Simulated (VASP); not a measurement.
Input of a VASP 6.6.1 run:

INCAR

```
SYSTEM = Li
ALGO     = Normal         ! electronic algorithm
EDIFF    = 1E-6           ! SCF threshold, eV
ENCUT    = 520            ! plane-wave cutoff, eV
GGA      = PE             ! functional
ISIF     = 2              ! what is computed and relaxed
ISMEAR   = -1             ! smearing method
LASPH    = .True.         ! aspherical terms in the spheres
LCHARG   = .False.        ! write CHGCAR
LREAL    = .False.        ! projectors in reciprocal space
LWAVE    = .False.        ! write WAVECAR
NBANDS   = 10             ! bands
NELM     = 60             ! most SCF steps
PREC     = Accurate       ! precision mode
SIGMA    = 0.08           ! smearing width, eV
```

The input KPOINTS:

```
k-points
0
Gamma
  15 15 8
  0 0 0
```

File POSCAR:

```
Li
1.0
    3.1005973844      0.0000000000      0.0000000000
   -1.5502986922      2.6851961018      0.0000000000
    0.0000000000      0.0000000000      5.0759664280
Li
2
Direct
    0.3333333333      0.6666666667      0.2500000000
    0.6666666667      0.3333333333      0.7500000000
```

Potentials or basis: VASP PAW PBE potentials, release 64 (Li_sv).

Run with:

```bash
$ cat potpaw_PBE.64/Li_sv/POTCAR > POTCAR
$ mpirun -np 1 vasp_std > vasp.out
```

**Question.** Estimate the band gap on the k mesh.

**Answer.** Zero (band 3 reaches 2.63 eV, above the bottom of band 4 at -1.90 eV).
